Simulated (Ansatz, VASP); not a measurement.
# Sn3Br: VASP beside Ansatz

```
Sn Br
1.0
     4.85449    0.00000    0.00000
     0.00000    4.85449    0.00000
     0.00000    0.00000    4.85449
Sn Br
3 1
Direct
  0.00000 0.50000 0.50000
  0.50000 0.00000 0.50000
  0.50000 0.50000 0.00000
  0.00000 0.00000 0.00000
```

Alike in both runs: functional PBE; k mesh 10 × 10 × 10; occupations gaussian, width 0.1 eV; no spin polarisation.

Ansatz relaxed the structure, and its values are those at the end. VASP's run is a single point on that final structure, the one shown.

|  | VASP | Ansatz |
| --- | --- | --- |
| version | VASP 6.6.1 | Ansatz 0.2.0 |
| potentials or method | VASP PAW PBE potentials, release 64 (Sn_d, Br), cutoff 520 eV | scalar-relativistic, plane waves, PAW |
| valence electrons in the cell | 49 | 49 |

|  | VASP | Ansatz | Ansatz less VASP |
| --- | --- | --- | --- |
| gap on the k mesh at the Fermi level (eV) | none | none | - |
| pressure (GPa) | 0.0 | 0.0 | +0.03 |

A gap of «none» marks a metal or a gap that the smearing closes.
